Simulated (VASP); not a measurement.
A run of VASP 6.6.1 is set up as follows.

Contents of INCAR:

```
SYSTEM = Ag
ALGO = Fast
EDIFF = 1E-6
ENCUT = 520
ISIF = 2
ISMEAR = 0
LASPH = .TRUE.
LCHARG = .FALSE.
LREAL = .FALSE.
LWAVE = .FALSE.
NBANDS = 18
NELM = 60
PREC = Accurate
SIGMA = 0.15
```

Contents of KPOINTS:

```
k-points
0
G
  21 21 12
  0 0 0
```

POSCAR

```
Ag
1.0
    2.9299980804      0.0000000000      0.0000000000
   -1.4649990402      2.5374527707      0.0000000000
    0.0000000000      0.0000000000      4.7900000000
Ag
2
Direct
    0.3333333333      0.6666666667      0.2500000000
    0.6666666667      0.3333333333      0.7500000000
```

Potentials or basis: VASP PAW LDA potentials, release 64 (Ag).

Command:

```console
$ cat potpaw_LDA.64/Ag/POTCAR > POTCAR
$ mpirun -np 1 vasp_std > vasp.out
```

Task: What does it give for the pressure?

Result: -10.6 GPa.

Task: Predict the band gap on the k mesh.

Result: Zero (band 11 reaches 11.50 eV, above the bottom of band 12 at 4.23 eV).

Stress tensor (GPa, compression positive):
```
-10.81   0.00   0.00
  0.00 -10.81   0.00
  0.00   0.00 -10.16
```
